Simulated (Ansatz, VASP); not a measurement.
# One calculation of BaTiO3, two programs

File INCAR:

```
ALGO = Normal ; EDIFF = 1E-7
ENCUT = 520 ; GGA = PS
ISIF = 2 ; ISMEAR = -1
LASPH = True ; LCHARG = False
LREAL = False ; LWAVE = False
NBANDS = 28 ; NELM = 60
PREC = Accurate ; SIGMA = 0.05
```

The input KPOINTS:

```
k-points
0
Gamma
  7 7 7
```

POSCAR

```
BaTiO3
1.0
    3.9316352889      0.0000000000      0.0000000000
    0.0000000000      2.7985588135      2.8066973133
    0.0000000000     -2.7985588135      2.8066973133
Ba Ti O
1 1 3
Direct
    0.0000000000      0.0000000000      0.0000000000
    0.5000000000      0.5124000000      0.5124000000
    0.5000000000      0.9918400000      0.5052400000
    0.5000000000      0.5052400000      0.9918400000
    0.0000000000      0.4874000000      0.4874000000
```

input.yaml

```yaml
crystal:
  lattice:
    - [3.9316352889, 0.0, 0.0]
    - [0.0, 2.7985588135, 2.8066973133]
    - [0.0, -2.7985588135, 2.8066973133]
  atoms:
    - { symbol: Ba, position: [0.0, 0.0, 0.0] }
    - { symbol: Ti, position: [0.5, 0.5124, 0.5124] }
    - { symbol: O, position: [0.5, 0.99184, 0.50524] }
    - { symbol: O, position: [0.5, 0.50524, 0.99184] }
    - { symbol: O, position: [0.0, 0.4874, 0.4874] }
kpoints:
  mp_grid: { grid: [7, 7, 7] }
scf:
  occupations: { method: fermi_dirac, width: 0.05 }
hamiltonian:
  xc: pbesol
  pseudopotentials: { kind: all_electron, lapw: { basis_error: 0.002 } }
output:
  forces: true
  stress: true
  eigenvalues: true
```

Change from the starting cell: volume scaled by 0.96.

Alike in both runs: task single point; functional PBEsol; k mesh 7 × 7 × 7; occupations fermi-dirac, width 0.05 eV; no spin polarisation.

|  | VASP | Ansatz |
| --- | --- | --- |
| version | VASP 6.6.1 | Ansatz 0.2.0 |
| potentials or method | VASP PAW PBE potentials, release 64 (Ba_sv, Ti_sv, O), cutoff 520 eV | all-electron LAPW, scalar-relativistic |

Ansatz gave:

```
gap on the k mesh at the Fermi level (eV)                     : 2.03
least direct gap on the mesh (eV)                             : 2.07
pressure (GPa)                                                : 3.3
traceless stress, the component that is largest in VASP (GPa) : -0.42
rms of the force components (eV/Å)                            : 0.100
```

Q: Which values does VASP return?

A: gap on the k mesh at the Fermi level (eV): 1.96; least direct gap on the mesh (eV): 2.05; pressure (GPa): 5.4; traceless stress, the component that is largest in VASP (GPa): -0.41; rms of the force components (eV/Å): 0.104.

VASP's potentials were made for PBE, not for PBEsol. Atom by atom the forces differ by 0.016 eV/Å (rms over components). Ansatz ran all-electron here, and VASP with PAW potentials.

Neither program's run includes spin-orbit coupling.
